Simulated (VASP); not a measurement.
**Mg3CdSe4: single point with PBE**

Mg3CdSe4:

```
Mg Cd Se
1.0
    -2.78613    2.78613    5.58323
     2.78613   -2.78613    5.58323
     2.78613    2.78613   -5.58323
Mg Cd Se
3 1 4
Cartesian
  0.0000 0.0000 5.5832
  0.0000 2.7861 2.7916
  2.7861 0.0000 2.7916
  0.0000 0.0000 0.0000
  0.0000 0.0000 8.3050
  0.0000 0.0000 2.8615
  0.0000 2.7861 0.0000
  2.7861 0.0000 0.0000
```

```yaml
Program: VASP 6.6.1
Task: single point
Functional: PBE
Potentials_or_basis: VASP PAW PBE potentials, release 64 (Mg, Cd, Se)
Cutoff: 520 eV
k_mesh: 10 × 10 × 10
Occupations: gaussian, width 0.01 eV
Spin: no spin polarisation
```

```
Pressure               : 0.0 GPa
Largest force          : 0.030 eV/Å
Band gap on the k mesh : 0.27 eV, indirect (least direct gap 0.99 eV)
```

Forces on the atoms (eV/Å):
```
Mg   0.000  0.000  0.000
Mg   0.000  0.000  0.000
Mg   0.000  0.000  0.000
Cd   0.000  0.000  0.000
Se   0.000  0.000 -0.030
Se   0.000  0.000  0.030
Se   0.000  0.000  0.000
Se   0.000  0.000  0.000
```

Levels at points of the mesh, in eV from the valence-band top:
```
           k point  band 17  band 18  band 19  band 20  band 21  band 22  band 23  band 24  band 25  band 26
(0.00, 0.00, 0.00)    -2.10    -2.10    -0.46    -0.46    -0.46     0.54     1.61     3.73     3.84     4.09
(0.50, 0.00, 0.00)    -1.80    -1.77    -1.64    -1.06    -0.72     3.37     3.74     4.17     4.18     5.48
(0.50, 0.50, 0.00)    -0.96    -0.92    -0.86    -0.48     0.00     3.25     3.27     4.14     4.20     5.45
(0.50, 0.50, 0.50)    -2.07    -1.44    -1.44    -1.32    -1.32     0.27     1.27     3.24     3.38     4.13
```

Wall time 28 min on 1 thread of Intel(R) Xeon(R) Platinum 8488C (Sapphire Rapids), with other jobs on the host, peak memory 0.77 GiB.

A k mesh can miss the band edges.
